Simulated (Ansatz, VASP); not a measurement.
## BaTiO3: VASP beside Ansatz

```xyz
5
Lattice="4.0263 0.0000 0.0000 0.0000 4.0263 0.0000 0.0000 0.0000 4.0446" Properties=species:S:1:pos:R:3 pbc="T T T"
Ba    0.0000    0.0000    0.0000
Ti    2.0131    2.0131    1.9495
O     2.0131    2.0131    0.0647
O     2.0131    0.0000    2.0830
O     0.0000    2.0131    2.0830
```

Change from the starting cell: volume scaled by 1.02.

Alike in both runs: task single point; functional PBEsol; k mesh 7 × 7 × 7; occupations fermi-dirac, width 0.08 eV; no spin polarisation.

|  | VASP | Ansatz |
| --- | --- | --- |
| version | VASP 6.6.1 | Ansatz 0.2.0 |
| potentials or method | VASP PAW PBE potentials, release 64 (Ba_sv, Ti_sv, O), cutoff 520 eV | all-electron LAPW, scalar-relativistic |

VASP gave:

```
pressure (GPa)                                                : -5.0
traceless stress, the component that is largest in VASP (GPa) : 0.96
rms of the force components (eV/Å)                            : 0.148
```

Question: Estimate Ansatz's values.

Answer: Pressure (GPa): -6.7; traceless stress, the component that is largest in VASP (GPa): 0.89; rms of the force components (eV/Å): 0.159.

VASP's potentials were made for PBE, not for PBEsol. Atom by atom the forces differ by 0.018 eV/Å (rms over components). Ansatz ran all-electron here, and VASP with PAW potentials.

Neither program's run includes spin-orbit coupling.
